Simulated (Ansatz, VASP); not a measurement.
# Two plane-wave programs on Al

```
CELL_PARAMETERS angstrom
2.81246 0.00000 0.00000
-1.40623 2.43566 0.00000
0.00000 0.00000 4.98852
ATOMIC_POSITIONS crystal
Al 0.66667 0.33333 0.75000
Al 0.33333 0.66667 0.25000
```

Change from the starting cell: strain +0.000 along x and y, +0.025 along z, atoms carried along.

Alike in both runs: task single point; functional r2SCAN; k mesh 18 × 18 × 10; occupations gaussian, width 0.15 eV; no spin polarisation.

```csv
,VASP,Ansatz
version,VASP 6.6.1,Ansatz 0.2.0
potentials or method,"VASP PAW PBE potentials, release 64 (Al), cutoff 520 eV","scalar-relativistic, plane waves, PAW"
valence electrons in the cell,6,6
```

VASP gave:

* gap on the k mesh at the Fermi level (eV): none
* pressure (GPa): -4.7
* traceless stress, the component that is largest in VASP (GPa): -2.70

Problem. What did Ansatz give for the same quantities?

Solution. gap on the k mesh at the Fermi level (eV): none; pressure (GPa): -4.4; traceless stress, the component that is largest in VASP (GPa): -2.72.

VASP's potentials were made for PBE, not for r2SCAN. A gap of «none» marks a metal or a gap that the smearing closes. The functional is the same, so the differences come from potentials, cutoffs and numerics.
